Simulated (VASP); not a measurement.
Input of a VASP 6.6.1 run:

File INCAR:

```
ALGO     = Normal         # electronic algorithm
EDIFF    = 1E-6           # SCF threshold, eV
EDIFFG   = -0.002         # ionic threshold
ENCUT    = 600            # plane-wave cutoff, eV
GGA      = PE             # functional
IBRION   = 2              # ionic algorithm
ISIF     = 3              # what is computed and relaxed
ISMEAR   = 0              # smearing method
LASPH    = T              # aspherical terms in the spheres
LCHARG   = F              # write CHGCAR
LREAL    = F              # projectors in reciprocal space
LWAVE    = F              # write WAVECAR
NELM     = 100            # most SCF steps
NSW      = 100            # ionic steps
PREC     = Accurate       # precision mode
PSTRESS  = 133.0        
SIGMA    = 0.02           # smearing width, eV
```

The input KPOINTS:

```
k-points
0
Gamma
  10 10 10
```

The input POSCAR:

```
MgO
1.0
    0.0000000000      2.1085000000      2.1085000000
    2.1085000000      0.0000000000      2.1085000000
    2.1085000000      2.1085000000      0.0000000000
Mg O
1 1
Direct
    0.0000000000      0.0000000000      0.0000000000
    0.5000000000      0.5000000000      0.5000000000
```

Potentials or basis: VASP PAW PBE potentials, release 64 (Mg, O).

The run is started by

```sh
$ cat potpaw_PBE.64/Mg/POTCAR potpaw_PBE.64/O/POTCAR > POTCAR
$ mpirun -np 1 vasp_std > vasp.out
```

Problem. What does it give for the relaxed cell?

Solution. a = 2.928 Å, b = 2.928 Å, c = 2.928 Å, α = 60.00°, β = 60.00°, γ = 60.00°.

Problem. What does it give for the band gap on the k mesh?

Solution. 5.25 eV, direct.

Problem. Estimate the relaxed volume.

Solution. 8.87 Å³/atom.

Problem. What does it give for the space group after relaxing (to 0.05 Å)?

Solution. Fm-3m (No. 225).

Final structure:
```cif
data_structure
_symmetry_space_group_name_H-M 'P 1'
_symmetry_Int_Tables_number 1
_cell_length_a 2.9276
_cell_length_b 2.9276
_cell_length_c 2.9276
_cell_angle_alpha 60.000
_cell_angle_beta 60.000
_cell_angle_gamma 60.000
_cell_volume 17.74
loop_
_atom_site_label
_atom_site_type_symbol
_atom_site_fract_x
_atom_site_fract_y
_atom_site_fract_z
_atom_site_occupancy
Mg1 Mg 0.00000 0.00000 0.00000 1
O1 O 0.50000 0.50000 0.50000 1
```

Caveat: the cell is relaxed towards a set pressure, so the enthalpy falls and the energy may rise. A hybrid or GW would open this gap; PBE tends to underestimate it.
